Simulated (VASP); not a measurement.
Set up this calculation in VASP 6.6.1, as the native input.

```yaml
Task: single point
Functional: PBE
Potentials_or_basis: VASP PAW PBE potentials, release 64 (B, Ru_pv)
Cutoff: 520 eV
k_mesh: 8 × 8 × 12
Occupations: gaussian, width 0.1 eV
Spin: no spin polarisation
Dipole_correction: no
Further_INCAR_settings: ALGO = Fast; EDIFF = 1e-07; NBANDS = 32
```

The structure of B2Ru3 lies in POSCAR:

```
B2Ru3
1.0
    4.6698498716      0.0000000000      0.0000000000
    0.0000000000      4.6698498716      0.0000000000
    0.0000000000      0.0000000000      3.0543418794
B Ru
2 3
Direct
    0.5000000000      0.5000000000      0.2488899571
    0.5000000000      0.5000000000      0.7511100429
    0.0000000000      0.0000000000      0.0000000000
    0.0000000000      0.5000000000      0.0000000000
    0.5000000000      0.0000000000      0.0000000000
```

The cell was generated, and may not be a known phase.

One way to write it, as run:

INCAR

```
SYSTEM = B2Ru3
PREC     = Accurate       ! precision mode
ENCUT    = 520            ! plane-wave cutoff, eV
EDIFF    = 1E-7           ! SCF threshold, eV
ISMEAR   = 0              ! smearing method
SIGMA    = 0.1            ! smearing width, eV
LREAL    = .FALSE.        ! projectors in reciprocal space
LASPH    = .TRUE.         ! aspherical terms in the spheres
NELM     = 100            ! most SCF steps
ALGO     = Fast           ! electronic algorithm
ISIF     = 2              ! what is computed and relaxed
LWAVE    = .FALSE.        ! write WAVECAR
LCHARG   = .FALSE.        ! write CHGCAR
GGA      = PE             ! functional
NBANDS   = 32             ! bands
```

KPOINTS

```
regular mesh
0
G
  8 8 12
  0 0 0
```

Potentials or basis: VASP PAW PBE potentials, release 64 (B, Ru_pv).

The run is started by

```bash
$ cat potpaw_PBE.64/B/POTCAR potpaw_PBE.64/Ru_pv/POTCAR > POTCAR
$ mpirun -np 1 vasp_std > vasp.out
```

It gave:

```json
{
  "Pressure": "0.2 GPa",
  "Largest force": "0.018 eV/Å",
  "Band gap on the k mesh": "zero (bands 24 and 25 overlap by 2.53 eV)"
}
```

Wall time 4.9 min on 1 thread of AMD EPYC 7R43 64-Core Processor (Zen 3), on a shared host, peak memory 0.26 GiB.
